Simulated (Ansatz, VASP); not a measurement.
Two plane-wave programs on TiO2

```
CELL_PARAMETERS angstrom
0.00000 2.39683 2.39683
2.39683 0.00000 2.39683
2.39683 2.39683 0.00000
ATOMIC_POSITIONS crystal
Ti 0.00000 0.00000 0.00000
O 0.25000 0.25000 0.25000
O 0.75000 0.75000 0.75000
```

Alike in both runs: task single point; functional HSE06; k mesh 4 × 4 × 4; occupations gaussian, width 0.001 eV; no spin polarisation.

```csv
,VASP,Ansatz
version,VASP 6.6.1,Ansatz 0.2.0
potentials or method,"VASP PAW PBE potentials, release 64 (Ti_sv, O)",plane waves
plane-wave cutoff (eV),520,420
valence electrons in the cell,24,24
```

Ansatz gave:

* gap on the k mesh at the Fermi level (eV): 2.63
* pressure (GPa): -4.0

Which values does VASP return?

gap on the k mesh at the Fermi level (eV): 2.60; pressure (GPa): -3.0.

With one functional, cell and mesh, what is left measures potentials, basis and numerics. Ansatz's warnings: stress exchange threshold loose, stress scf threshold loose.

The k mesh is coarse, so the values compare programs but aren't converged.
